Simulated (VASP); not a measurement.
# C17O: single point with PBE+D3(BJ)

The system is C17O, a slab with vacuum.

```
C O
1.0
     4.92989    0.00000    0.00000
    -0.00815    4.41330    0.00000
     0.00000    0.00000   23.66503
C O
17 1
Direct
  0.37457 0.74054 0.16903
  0.87457 0.74054 0.16903
  0.12440 0.63660 0.19201
  0.62440 0.63660 0.19201
  0.12405 0.42910 0.23805
  0.62405 0.42910 0.23805
  0.37388 0.32516 0.26103
  0.87388 0.32516 0.26103
  0.37353 0.11265 0.30707
  0.87353 0.11265 0.30707
  0.12336 0.00729 0.32900
  0.62336 0.00729 0.32900
  0.12299 0.78105 0.37481
  0.62299 0.78105 0.37481
  0.37283 0.68268 0.39362
  0.87283 0.68268 0.39362
  0.49783 0.18268 0.57744
  0.49783 0.18268 0.52884
```

```yaml
Program: VASP 6.6.1
Task: single point
Functional: PBE
Dispersion: D3(BJ)
Potentials_or_basis: VASP PAW PBE potentials, release 64 (C, O)
Cutoff: 520 eV
k_mesh: 6 × 6 × 1
Occupations: gaussian, width 0.05 eV
Spin: no spin polarisation
Dipole_correction: yes
Further_INCAR_settings: LREAL = Auto; ALGO = Normal; EDIFF = 1e-06; NBANDS = 52
```

The largest force is 2.958 eV/Å. The band gap on the k mesh is zero (bands 37 and 38 overlap by 0.03 eV) and the dispersion energy per atom is -0.108 eV.

Forces on the atoms (eV/Å):
```
C   -0.001 -1.162  1.520
C    0.001 -1.161  1.520
C   -0.004  1.859 -2.297
C   -0.003  1.861 -2.299
C    0.003 -0.845  0.994
C    0.003 -0.845  0.994
C    0.000  0.158 -0.218
C    0.000  0.158 -0.218
C   -0.001 -0.026  0.009
C    0.005 -0.028  0.010
C    0.005  0.040 -0.036
C   -0.001  0.035 -0.030
C   -0.009 -0.014  0.029
C   -0.009 -0.034  0.050
C   -0.004  0.012  0.003
C    0.009 -0.007  0.023
C    0.003  0.005 -0.745
O    0.002 -0.006  0.690
```

Levels at points of the mesh, in eV from the Fermi level:
```
           k point  band 34  band 35  band 36  band 37  band 38  band 39  band 40  band 41
(0.00, 0.00, 0.00)    -1.70    -0.55    -0.31    -0.09     0.28     0.57     1.06     1.81
(0.50, 0.00, 0.00)    -1.83    -1.83    -0.16    -0.16    -0.01    -0.01     2.63     2.63
(0.00, 0.50, 0.00)    -1.89    -0.53    -0.31    -0.03     0.37     0.44     1.00     2.56
(0.50, 0.50, 0.00)    -0.99    -0.99    -0.10    -0.10     0.03     0.03     2.25     2.25
```

Run time: 18 min on 1 thread of Intel(R) Xeon(R) Platinum 8259CL CPU @ 2.50GHz (Skylake/Cascade Lake), on a shared host, peak memory 0.72 GiB.
